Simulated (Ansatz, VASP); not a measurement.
One calculation of LiSe6, two programs

File INCAR:

```
SYSTEM = LiSe6
ALGO     = Normal         ! electronic algorithm
EDIFF    = 1E-6           ! SCF threshold, eV
EDIFFG   = -0.04          ! ionic threshold
ENCUT    = 600            ! plane-wave cutoff, eV
GGA      = PE             ! functional
IBRION   = 2              ! ionic algorithm
ISIF     = 3              ! what is computed and relaxed
ISMEAR   = 0              ! smearing method
LASPH    = .True.         ! aspherical terms in the spheres
LCHARG   = .False.        ! write CHGCAR
LREAL    = .False.        ! projectors in reciprocal space
LWAVE    = .False.        ! write WAVECAR
NELM     = 80             ! most SCF steps
NSW      = 90             ! ionic steps
PREC     = Accurate       ! precision mode
SIGMA    = 0.1            ! smearing width, eV
```

Contents of KPOINTS:

```
k-points
0
Gamma
  4 4 4
  0 0 0
```

POSCAR

```
LiSe6
1.0
    5.6698243700      0.0000000000      0.0000000000
    0.0000000000      5.6698243700      0.0000000000
    0.0000000000      0.0000000000      5.6698243700
Li Se
1 6
Direct
    0.0000000000      0.0000000000      0.0000000000
    0.7985550200      0.5000000000      0.5000000000
    0.2014449800      0.5000000000      0.5000000000
    0.5000000000      0.5000000000      0.7985550200
    0.5000000000      0.5000000000      0.2014449800
    0.5000000000      0.2014449800      0.5000000000
    0.5000000000      0.7985550200      0.5000000000
```

Input for Ansatz:

```yaml
crystal:
  lattice:
    - [5.66982437, 0.0, 0.0]
    - [0.0, 5.66982437, 0.0]
    - [0.0, 0.0, 5.66982437]
  atoms:
    - { symbol: Li, position: [0.0, 0.0, 0.0] }
    - { symbol: Se, position: [0.79855502, 0.5, 0.5] }
    - { symbol: Se, position: [0.20144498, 0.5, 0.5] }
    - { symbol: Se, position: [0.5, 0.5, 0.79855502] }
    - { symbol: Se, position: [0.5, 0.5, 0.20144498] }
    - { symbol: Se, position: [0.5, 0.20144498, 0.5] }
    - { symbol: Se, position: [0.5, 0.79855502, 0.5] }
basis:
  ecutwfc: 420
kpoints:
  mp_grid: { grid: [4, 4, 4] }
hamiltonian:
  xc: pbe
scf:
  occupations: { method: gaussian, width: 0.1 }
  lower_state_search: "off"
output:
  forces: true
  stress: true
  eigenvalues: true
relax:
  adjacent_minimum: "off"
  f_tol: 0.04
  max_steps: 70
  cell: { stress_tol: 0.4 }
```

Change from the starting cell: species swapped into the YbB6 type (Pm-3m, No. 221).

Alike in both runs: task relaxation of cell and atoms; functional PBE; k mesh 4 × 4 × 4; occupations gaussian, width 0.1 eV; no spin polarisation.

|  | VASP | Ansatz |
| --- | --- | --- |
| version | VASP 6.6.1 | Ansatz 0.2.0 |
| potentials or method | VASP PAW PBE potentials, release 64 (Li_sv, Se), cutoff 600 eV | scalar-relativistic, plane waves, PAW |
| valence electrons in the cell | 39 | 99 |

```csv
,VASP,Ansatz,Ansatz less VASP
"gap on the k mesh at the Fermi level, each at its own relaxed structure (eV)",none,none,-
relaxed volume (Å³/atom),43.63,43.70,+0.068
relaxed length of the cell vector where the two differ most in proportion (Å),6.734,6.738,+0.0035
```

A gap of «none» marks a metal or a gap that the smearing closes. VASP's potentials hold 39 valence electrons a cell and Ansatz's 99, so a difference there can come from the potentials and not from the codes.

Noted on VASP's run: the cutoff is under 1.25 times that of the potentials, so the pressure is a little rough; the volume moved by over 15 % at a fixed basis, so the end points are rough; too few bands were computed for a metal, which touches its energy and stress.
